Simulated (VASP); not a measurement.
Wanted: the native input for a VASP 6.6.1 run.

```
Task                   : single point
Functional             : PBEsol
Potentials or basis    : VASP PAW PBE potentials, release 64 (B, N)
Cutoff                 : 520 eV
k mesh                 : 10 × 10 × 10
Occupations            : gaussian, width 0.01 eV
Spin                   : no spin polarisation
Dipole correction      : no
Further INCAR settings : ALGO = Normal; EDIFF = 1e-06; NBANDS = 11
```

The structure of BN lies in POSCAR:

```
BN
1.0
    0.0000000000      3.2332803932      2.1627389416
    1.2509265579      0.0000000000      2.1627389416
    1.2509265579      3.2332803932      0.0000000000
B N
1 1
Direct
    0.0001486034      0.0001486034      0.9998513966
    0.6665667133      0.6665667133      0.3334332867
```

These files were run (other wordings do the same):

INCAR

```
  ALGO = Normal
  EDIFF = 1E-6
  ENCUT = 520
  GGA = PS
  ISIF = 2
  ISMEAR = 0
  LASPH = True
  LCHARG = False
  LREAL = False
  LWAVE = False
  NBANDS = 11
  NELM = 60
  PREC = Accurate
  SIGMA = 0.01
```

KPOINTS

```
k-points
0
Gamma
  10 10 10
```

Potentials or basis: VASP PAW PBE potentials, release 64 (B, N).

Launch:

```bash
$ cat potpaw_PBE.64/B/POTCAR potpaw_PBE.64/N/POTCAR > POTCAR
$ mpirun -np 1 vasp_std > vasp.out
```

Results of the run:

The pressure is 2.3 GPa. The band gap on the k mesh is 3.33 eV, indirect (least direct gap 4.58 eV).

Caveat: the PAW data sets were made with another functional, which shifts forces and pressure a little.

Run time: 82 s on 1 thread of AMD EPYC 7R13 (shared host), peak memory 0.13 GiB.
